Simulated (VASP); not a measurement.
Write the native input for VASP 6.6.1 that does the following.

* Task: single point
* Functional: LDA
* Potentials or basis: VASP PAW LDA potentials, release 64 (Cu, S)
* Cutoff: 520 eV
* k mesh: 16 × 16 × 16
* Occupations: gaussian, width 0.15 eV
* Spin: no spin polarisation
* Dipole correction: no
* Further INCAR settings: ALGO = Normal; EDIFF = 1e-06; NBANDS = 16

The structure of CuS lies in POSCAR:

```
CuS
1.0
    0.0000000000      2.7121271793      2.5346982984
    2.5346982984      0.0000000000      2.5346982984
    2.5346982984      2.7121271793      0.0000000000
Cu S
1 1
Direct
    0.2500000000      0.2500000000      0.2500000000
    0.0000000000      0.0000000000      0.0000000000
```

This cell differs from its parent crystal: engineering shear strain xz +0.0000, normal strain along z +0.0700.

The input as run:

INCAR

```
PREC = Accurate
ENCUT = 520
EDIFF = 1E-6
ISMEAR = 0
SIGMA = 0.15
LREAL = False
LASPH = True
NELM = 80
ALGO = Normal
ISIF = 2
LWAVE = False
LCHARG = False
NBANDS = 16
```

KPOINTS

```
Automatic mesh
0
Gamma
  16 16 16
```

Potentials or basis: VASP PAW LDA potentials, release 64 (Cu, S).

Run with:

```bash
$ cat potpaw_LDA.64/Cu/POTCAR potpaw_LDA.64/S/POTCAR > POTCAR
$ mpirun -np 1 vasp_std > vasp.out
```

It gave:

```json
{
 "Pressure": "-6.2 GPa",
 "Band gap on the k mesh": "zero (an odd number of electrons rules out a gap without spin polarisation)"
}
```

Caveat: the cell differs from its parent crystal (engineering shear strain xz +0.0000, normal strain along z +0.0700); the cell stands under tension.

Wall time 5 min on 1 thread of AMD EPYC 7R13, with other jobs on the host, peak memory 0.26 GiB.
